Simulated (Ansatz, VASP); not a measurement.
## WS2 in VASP and in Ansatz

```
W S
1.0
    -3.15421    0.00000    0.00000
    -1.57710   -2.73162    0.00000
     0.00000    0.00000   14.13991
W S
2 4
Cartesian
  -1.5771 -0.9105 3.0350
  -3.1542 -1.8211 9.1049
  -1.5771 -0.9105 7.5302
  -3.1542 -1.8211 1.4603
  -1.5771 -0.9105 10.6796
  -3.1542 -1.8211 4.6097
```

Alike in both runs: task single point; functional PBE; dispersion D3(BJ); k mesh 10 × 10 × 3; occupations gaussian, width 0.05 eV; no spin polarisation.

|  | VASP | Ansatz |
| --- | --- | --- |
| version | VASP 6.6.1 | Ansatz 0.2.0 |
| potentials or method | VASP PAW PBE potentials, release 64 (W_sv, S), cutoff 520 eV | scalar-relativistic, plane waves, PAW |
| valence electrons in the cell | 52 | 52 |

```tsv
	VASP	Ansatz	Ansatz less VASP
gap on the k mesh at the Fermi level (eV)	1.38	1.37	-0.015
least direct gap on the mesh (eV)	2.21	2.21	-0.003
pressure (GPa)	0.0	0.0	+0.02
traceless stress, the component that is largest in VASP (GPa)	-0.30	-0.30	-0.005
rms of the force components (eV/Å)	0.031	0.030	-0.0009
```

Atom by atom the forces differ by 0.001 eV/Å (rms over components).

Neither program's run includes spin-orbit coupling.
